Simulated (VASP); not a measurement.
Runs of VASP 6.6.1 on Al. The structure is that of space group P6_3/mmc (No. 194), or close to it. The cells are those of the table. This isn't the form of Al at room conditions, which is fcc.

```tsv
cell	gap on the mesh (eV)	pressure (GPa)
a = 2.831, b = 2.831, c = 4.899 Å, angles 90.0, 90.0, 120.0°, 2 atoms	none	-4.9
a = 2.794, b = 2.794, c = 4.834 Å, angles 90.0, 90.0, 120.0°, 2 atoms	none	-1.9
a = 2.868, b = 2.868, c = 4.962 Å, angles 90.0, 90.0, 120.0°, 2 atoms	none	-7.2
a = 2.755, b = 2.755, c = 4.767 Å, angles 90.0, 90.0, 120.0°, 2 atoms	none	(a)
a = 2.774, b = 2.774, c = 4.801 Å, angles 90.0, 90.0, 120.0°, 2 atoms	none	-0.1
a = 2.812, b = 2.812, c = 4.867 Å, angles 90.0, 90.0, 120.0°, 2 atoms	none	(b)
a = 2.849, b = 2.849, c = 4.931 Å, angles 90.0, 90.0, 120.0°, 2 atoms	none	-6.1
```

Alike in all rows: task single point; level r2SCAN; potentials or basis VASP PAW PBE potentials, release 64 (Al); no spin polarisation; k mesh 12 × 12 × 6; cutoff (eV) 520; smearing methfessel-paxton 0.1 eV.

Task: Fill in the values left out.

Result: (a) 1.8; (b) -3.5.

Caveats: the PAW data sets were made with another functional, which shifts forces and pressure a little; the cell stands under tension (at least some runs).

A gap of «none» marks levels without a gap at the run's occupations.
